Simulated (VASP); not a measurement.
# FeO (Wuestite) (Fm-3m) in VASP: a series of runs, part 2 of 2

VASP 6.6.1. Earlier steps stand in the parts before.

### 4 Single point, PBEsol, collinear spin, ferromagnetic start (volume scaled by 1.02)

File INCAR:

```
PREC     = Accurate       # precision mode
ENCUT    = 520            # plane-wave cutoff, eV
EDIFF    = 1E-6           # SCF threshold, eV
ISMEAR   = -1             # smearing method
SIGMA    = 0.05           # smearing width, eV
LREAL    = False          # projectors in reciprocal space
LASPH    = True           # aspherical terms in the spheres
NELM     = 150            # most SCF steps
ALGO     = Normal         # electronic algorithm
ISIF     = 2              # what is computed and relaxed
LWAVE    = False          # write WAVECAR
LCHARG   = True           # write CHGCAR
ISPIN    = 2              # spin polarisation
MAGMOM   = 3 0            # initial moments
LORBIT   = 11             # projections on sites
LMAXMIX  = 4              # l up to which the mixer works
GGA      = PS             # functional
LELF     = True           # ELF
LVHAR    = True         
NBANDS   = 18             # bands
```

File KPOINTS:

```
regular mesh
0
Gamma
  11 11 11
```

File POSCAR:

```
FeO
1.0
    0.0000000000      2.1696745882      2.1696745882
    2.1696745882      0.0000000000      2.1696745882
    2.1696745882      2.1696745882      0.0000000000
Fe O
1 1
Direct
    0.0000000000      0.0000000000      0.0000000000
    0.5000000000      0.5000000000      0.5000000000
```

Potentials or basis: VASP PAW PBE potentials, release 64 (Fe, O).

Command:

```sh
$ cat potpaw_PBE.64/Fe/POTCAR potpaw_PBE.64/O/POTCAR > POTCAR
$ mpirun -np 1 vasp_std > vasp.out
```

OUTCAR:

```text
PREC = Accurate
   ENCUT = 520
   EDIFF = 1E-6
   ISMEAR = -1
   LREAL = False
   LASPH = True
   NELM = 150
   ISIF = 2
   ISPIN = 2
   LORBIT = 11
   GGA = PS

 ion  position               nearest neighbor table
   1  0.000  0.000  0.000-   2 2.17   2 2.17   2 2.17   2 2.17   2 2.17   2 2.17
   2  0.500  0.500  0.500-   1 2.17   1 2.17   1 2.17   1 2.17   1 2.17   1 2.17

  LATTYP: Found a face centered cubic cell.
 ALAT       =     4.3393491764

  Lattice vectors:

 A1 = (   0.0000000000,   2.1696745882,   2.1696745882)
 A2 = (   2.1696745882,   0.0000000000,   2.1696745882)
 A3 = (   2.1696745882,   2.1696745882,   0.0000000000)

Analysis of symmetry for initial positions (statically):
=====================================================================
 Subroutine PRICEL returns:
 Original cell was already a primitive cell.

 Routine SETGRP: Setting up the symmetry group for a
 face centered cubic supercell.

 Subroutine GETGRP returns: Found 48 space group operations
 (whereof 48 operations were pure point group operations)
 out of a pool of 48 trial point group operations.

The static configuration has the point symmetry O_h .

Analysis of symmetry for dynamics (positions and initial velocities):
=====================================================================
 Subroutine PRICEL returns:
 Original cell was already a primitive cell.

 Routine SETGRP: Setting up the symmetry group for a
 face centered cubic supercell.

 Subroutine GETGRP returns: Found 48 space group operations
 (whereof 48 operations were pure point group operations)
 out of a pool of 48 trial point group operations.

The dynamic configuration has the point symmetry O_h .

Analysis of structural, dynamic, and magnetic symmetry:
=====================================================================
 Subroutine PRICEL returns:
 Original cell was already a primitive cell.

 Routine SETGRP: Setting up the symmetry group for a
 face centered cubic supercell.

 Subroutine GETGRP returns: Found 48 space group operations
 (whereof 48 operations were pure point group operations)
 out of a pool of 48 trial point group operations.

The overall configuration has the point symmetry O_h .

 Subroutine INISYM returns: Found 48 space group operations
 (whereof 48 operations are pure point group operations),
 and found     1 'primitive' translations

----------------------------------------------------------------------------------------

                                     Primitive cell

  volume of cell :      20.4274

  direct lattice vectors                    reciprocal lattice vectors
     0.000000000  2.169674588  2.169674588    -0.230449305  0.230449305  0.230449305
     2.169674588  0.000000000  2.169674588     0.230449305 -0.230449305  0.230449305
     2.169674588  2.169674588  0.000000000     0.230449305  0.230449305 -0.230449305

  length of vectors
     3.068383229  3.068383229  3.068383229     0.399149904  0.399149904  0.399149904

  position of ions in fractional coordinates (direct lattice)
     0.000000000  0.000000000  0.000000000
     0.500000000  0.500000000  0.500000000

  ion indices of the primitive-cell ions
   primitive index   ion index
[... 58 lines left out ...]
   total plane-waves  NPLWV =  13824
   dimension x,y,z NGX =    24 NGY =   24 NGZ =   24
   dimension x,y,z NGXF=    48 NGYF=   48 NGZF=   48
   ions per type =               1   1
   NGX,Y,Z   is equivalent  to a cutoff of  13.00, 13.00, 13.00 a.u.
   NGXF,Y,Z  is equivalent  to a cutoff of  26.01, 26.01, 26.01 a.u.
 SYSTEM =  unknown system
   PREC   = accura    normal or accurate (medium, high low for compatibility)
   ISTART =      0    job   : 0-new  1-cont  2-samecut
   ICHARG =      2    charge: 1-file 2-atom 10-const
   ISPIN  =      2    spin polarized calculation?
   LNONCOLLINEAR =      F non collinear calculations
   LSORBIT =      F    spin-orbit coupling
   LASPH  =      T    aspherical Exc in radial PAW
   ENCUT  =  520.0 eV  38.22 Ry    6.18 a.u.   5.71  5.71  5.71*2*pi/ulx,y,z
   NELM   =    150;   NELMIN=  2; NELMDL= -5     # of ELM steps
   EDIFF  = 0.1E-05   stopping-criterion for ELM
   LREAL  =      F    real-space projection
   EDIFFG = 0.1E-04   stopping-criterion for IOM
   NSW    =      0    number of steps for IOM
   IBRION =     -1    ionic relax: 0-MD 1-quasi-New 2-CG
   NFREE  =      0    steps in history (QN), initial steepest desc. (CG)
   ISIF   =      2    stress and relaxation
   ISYM   =      2    0-nonsym 1-usesym 2-fastsym
   POTIM  = 0.5000    time-step for ionic-motion
   TEBEG  =    0.0;   TEEND  =   0.0 temperature during run
   PSTRESS=    0.0 pullay stress
   NELECT =      14.0000    total number of electrons
   NUPDOWN=      -1.0000    fix difference up-down
   EMIN   =  10.00;   EMAX   =-10.00  energy-range for DOS
   EFERMI =   0.00;   METHOD = LEGACY
   ISMEAR =    -1;   SIGMA  =   0.05  broadening in eV -4-tet -1-fermi 0-gaus
   EFERMI_NEDOS =   21; number of points for ismear=-14 and -15
   IALGO  =     38    algorithm
   IMIX   =      4    mixing-type and parameters
     AMIX     =   0.40;   BMIX     =  1.00
     AMIX_MAG =   1.60;   BMIX_MAG =  1.00
  volume/ion in A,a.u.               =      10.21        68.93
  Fermi-wavevector in a.u.,A,eV,Ry     =   1.443376  2.727586 28.345496  2.083335
  Thomas-Fermi vector in A             =   2.561791
   LORBIT       =     11    0 simple, 1 ext, 2 COOP (PROOUT), +10 PAW based schemes
   GGA     = PS    functional components
   LHFCALC =     F    Hartree Fock is set to
   AEXX    =    0.0000 exact exchange contribution
   IVDW    =     0    specifies the selected vdW correction
   LEPSILON=     F    determine dielectric tensor
   LRPA    =     F    only Hartree local field effects (RPA)
 spin polarized calculation
  energy-cutoff  :      520.00
  volume of cell :       20.43
 maximum number of plane-waves:       560
   NGX = 11   NGY = 11   NGZ = 11

 number of electron      14.0000001 magnetization       4.0011335

 Free energy of the ion-electron system (eV)
  ---------------------------------------------------
  ext. energy  EPLUGINS =         0.00000000
  ---------------------------------------------------
  free energy    TOTEN  =       -15.81989108 eV

  energy without entropy =      -15.80778921  energy(sigma->0) =      -15.81384014

 E-fermi :   5.8565     XC(G=0): -12.3024

 val. band max:        5.8563103980   @ k =  -0.3636   0.2727   0.0909
 cond. band min:       5.8711357271   @ k =  -0.1818   0.0909   0.0000
 fundamental gap:      0.0148253292
 Fermi energy:         5.8565231454

 spin component 1

 k-point     1 :       0.0000    0.0000    0.0000
  band No.  band energies     occupation
      1     -14.6757      1.00000
      2       1.9986      1.00000
      3       1.9986      1.00000
      4       1.9986      1.00000
      5       2.0869      1.00000
      6       2.0869      1.00000
[... 493 lines left out ...]
     17      31.8793      0.00000
     18      33.6348      0.00000

 [... further k-points ...]

 spin component 2

 k-point     1 :       0.0000    0.0000    0.0000
  band No.  band energies     occupation
      1     -14.1237      1.00000
      2       2.6713      1.00000
      3       2.6713      1.00000
      4       2.6713      1.00000
      5       5.1419      1.00000
      6       5.1421      1.00000
[... 493 lines left out ...]
     17      32.6936      0.00000
     18      34.4210      0.00000

 [... further k-points ...]
[... 5 lines left out ...]
  --------------------------------------------------------------------------------------
  -------------------------------------------------------------------------------------
  Total       -1.4756224     -1.4756224     -1.4756224     -0.0000000     -0.0000000     -0.0000000
  in kB     -115.7369444   -115.7369444   -115.7369444     -0.0000000     -0.0000000     -0.0000000
  external PRESSURE =    -115.7369444 kB  Pullay stress =       0.0000000 kB

 VOLUME and BASIS-vectors are now :
 -----------------------------------------------------------------------------
  energy-cutoff  :      520.00
  volume of cell :       20.43
      direct lattice vectors                 reciprocal lattice vectors
     0.000000000  2.169674588  2.169674588    -0.230449305  0.230449305  0.230449305
     2.169674588  0.000000000  2.169674588     0.230449305 -0.230449305  0.230449305
     2.169674588  2.169674588  0.000000000     0.230449305  0.230449305 -0.230449305

 POSITION                                       TOTAL-FORCE (eV/Angst)
 -----------------------------------------------------------------------------------
      0.00000      0.00000      0.00000         0.000000      0.000000      0.000000
      2.16967      2.16967      2.16967        -0.000000     -0.000000     -0.000000
 -----------------------------------------------------------------------------------
    total drift:                                0.000000     -0.000000      0.000000

  FREE ENERGIE OF THE ION-ELECTRON SYSTEM (eV)
  ---------------------------------------------------
  free  energy   TOTEN  =       -15.8198910819 eV

  energy  without entropy=      -15.8077892066  energy(sigma->0) =      -15.81384014

 total charge

# of ion       s       p       d       tot
------------------------------------------
    1        0.287   0.351   6.072   6.709
    2        1.551   3.404   0.000   4.955
--------------------------------------------------
tot          1.838   3.755   6.072  11.664

 magnetization (x)

# of ion       s       p       d       tot
------------------------------------------
    1        0.026   0.021   3.567   3.614
    2        0.029   0.270   0.000   0.299
--------------------------------------------------
tot          0.056   0.290   3.567   3.914
```

Run time: 33 s. Hardware: 1 thread of Intel Xeon Platinum 8488C (Sapphire Rapids), shared host; peak memory 0.16 GiB.

What came out:

| Item | Value |
| --- | --- |
| Free energy | -15.8199 eV |
| Pressure | -11.6 GPa |
| Band gap on the k mesh | zero (filled and empty bands overlap) |
| Net moment | 4.00 μB per cell |
| Site moments | Fe +3.61; O +0.30 μB |
| Valence electrons inside the program's atomic spheres | Fe 6.71; O 4.96 |

Caveat: the PAW data sets were made with another functional, which shifts forces and pressure a little; a cell with one magnetic atom can't hold antiferromagnetic order, which such compounds often take; semilocal functionals often make such compounds metallic where correlation or magnetic order opens a gap, which also shifts bond lengths.

### 5 Single point, LDA, collinear spin, ferromagnetic start (volume scaled by 1.04)

File INCAR:

```
SYSTEM = FeO
PREC     = Accurate       ! precision mode
ENCUT    = 520            ! plane-wave cutoff, eV
EDIFF    = 1E-6           ! SCF threshold, eV
ISMEAR   = -1             ! smearing method
SIGMA    = 0.05           ! smearing width, eV
LREAL    = .FALSE.        ! projectors in reciprocal space
LASPH    = .TRUE.         ! aspherical terms in the spheres
NELM     = 150            ! most SCF steps
ALGO     = Normal         ! electronic algorithm
ISIF     = 2              ! what is computed and relaxed
LWAVE    = .FALSE.        ! write WAVECAR
LCHARG   = .TRUE.         ! write CHGCAR
ISPIN    = 2              ! spin polarisation
MAGMOM   = 3 0            ! initial moments
LORBIT   = 11             ! projections on sites
LMAXMIX  = 4              ! l up to which the mixer works
LELF     = .TRUE.         ! ELF
LVHAR    = .TRUE.       
NBANDS   = 18             ! bands
```

File KPOINTS:

```
regular mesh
0
G
  11 11 11
  0 0 0
```

File POSCAR:

```
FeO
1.0
    0.0000000000      2.1837637790      2.1837637790
    2.1837637790      0.0000000000      2.1837637790
    2.1837637790      2.1837637790      0.0000000000
Fe O
1 1
Direct
    0.0000000000      0.0000000000      0.0000000000
    0.5000000000      0.5000000000      0.5000000000
```

Potentials or basis: VASP PAW LDA potentials, release 64 (Fe, O).

Command:

```sh
$ cat potpaw_LDA.64/Fe/POTCAR potpaw_LDA.64/O/POTCAR > POTCAR
$ mpirun -np 1 vasp_std > vasp.out
```

Run time: 32 s. Hardware: 1 thread of Intel Xeon Platinum 8488C (Sapphire Rapids), shared host; peak memory 0.16 GiB.

The run converged. Its results:

```yaml
Free_energy: -16.3175 eV
Pressure: -21.1 GPa
Band_gap_on_the_k_mesh: zero (filled and empty bands overlap)
Net_moment: 4.00 μB per cell
Site_moments: Fe +3.58; O +0.31 μB
Valence_electrons_inside_the_program's_atomic_spheres: Fe 6.70; O 4.93
```

Levels at points of the mesh, in eV from the Fermi level:
Spin up:
```
           k point  band 6  band 7  band 8  band 9  band 10  band 11  band 12  band 13
(0.00, 0.00, 0.00)   -3.57   -3.57   -3.34   -3.34     0.03    15.27    16.68    16.68
```
Spin down:
```tsv
k point	band 2	band 3	band 4	band 5	band 6	band 7	band 8	band 9
(0.00, 0.00, 0.00)	-3.00	-3.00	-3.00	-0.69	-0.69	-0.69	-0.01	-0.01
```

Caveat: a cell with one magnetic atom can't hold antiferromagnetic order, which such compounds often take; semilocal functionals often make such compounds metallic where correlation or magnetic order opens a gap, which also shifts bond lengths.

### 6 Single point, LDA, collinear spin, ferromagnetic start (volume scaled by 1.06)

File INCAR:

```
SYSTEM = FeO
PREC = Accurate
ENCUT = 520
EDIFF = 1E-6
ISMEAR = -1
SIGMA = 0.05
LREAL = .FALSE.
LASPH = .TRUE.
NELM = 150
ALGO = Normal
ISIF = 2
LWAVE = .FALSE.
LCHARG = .FALSE.
ISPIN = 2
MAGMOM = 3 0
LORBIT = 11
LMAXMIX = 4
GGA = CA
NBANDS = 18
```

File KPOINTS:

```
Automatic mesh
0
G
  11 11 11
  0 0 0
```

File POSCAR:

```
FeO
1.0
    0.0000000000      2.1976734774      2.1976734774
    2.1976734774      0.0000000000      2.1976734774
    2.1976734774      2.1976734774      0.0000000000
Fe O
1 1
Direct
    0.0000000000      0.0000000000      0.0000000000
    0.5000000000      0.5000000000      0.5000000000
```

Potentials or basis: VASP PAW LDA potentials, release 64 (Fe, O).

Command:

```sh
$ cat potpaw_LDA.64/Fe/POTCAR potpaw_LDA.64/O/POTCAR > POTCAR
$ mpirun -np 1 vasp_std > vasp.out
```

Wall time 29 s (1 thread of Intel Xeon Platinum 8488C (Sapphire Rapids), shared host); peak memory 0.15 GiB.

It converged, with:

| Item | Value |
| --- | --- |
| Free energy | -16.2625 eV |
| Pressure | -23.4 GPa |
| Band gap on the k mesh | zero (filled and empty bands overlap) |
| Net moment | 4.00 μB per cell |
| Site moments | Fe +3.58; O +0.31 μB |
| Valence electrons inside the program's atomic spheres | Fe 6.67; O 4.92 |

Levels at points of the mesh, in eV from the Fermi level:
Spin up:
| k point | band 6 | band 7 | band 8 | band 9 | band 10 | band 11 | band 12 | band 13 |
| --- | --- | --- | --- | --- | --- | --- | --- | --- |
| (0.00, 0.00, 0.00) | -3.53 | -3.53 | -3.34 | -3.34 | -0.07 | 15.20 | 16.53 | 16.53 |
Spin down:
```tsv
k point	band 3	band 4	band 5	band 6	band 7	band 8
(0.00, 0.00, 0.00)	-2.95	-2.95	-0.66	-0.66	-0.66	0.00
```

Caveat: a cell with one magnetic atom can't hold antiferromagnetic order, which such compounds often take; semilocal functionals often make such compounds metallic where correlation or magnetic order opens a gap, which also shifts bond lengths.

### 7 Summary

| level | potentials or basis | cell | gap on the mesh (eV) | pressure (GPa) | moment (μB) |
| --- | --- | --- | --- | --- | --- |
| LDA | VASP PAW LDA potentials, release 64 (Fe, O) | a = 3.048 Å, angles 60.0°, 2 atoms | none | -15.4 | 3.99 |
| LDA | VASP PAW LDA potentials, release 64 (Fe, O) | a = 3.068 Å, angles 60.0°, 2 atoms | none | -18.3 | 4.00 |
| PBEsol | VASP PAW PBE potentials, release 64 (Fe, O) | a = 3.068 Å, angles 60.0°, 2 atoms | none | -11.6 | 4.00 |
| LDA | VASP PAW LDA potentials, release 64 (Fe, O) | a = 3.088 Å, angles 60.0°, 2 atoms | none | -21.1 | 4.00 |
| LDA | VASP PAW LDA potentials, release 64 (Fe, O) | a = 3.108 Å, angles 60.0°, 2 atoms | none | -23.4 | 4.00 |

Alike in all rows: task single point; spin collinear, ferromagnetic start; k mesh 11 × 11 × 11; cutoff (eV) 520; smearing fermi-dirac 0.05 eV.

Caveats: a cell with one magnetic atom can't hold antiferromagnetic order, which such compounds often take; semilocal functionals often make such compounds metallic where correlation or magnetic order opens a gap, which also shifts bond lengths; the PAW data sets were made with another functional, which shifts forces and pressure a little (some runs).

Total energies depend on the potentials used, so only differences within one code and one set of settings carry meaning.
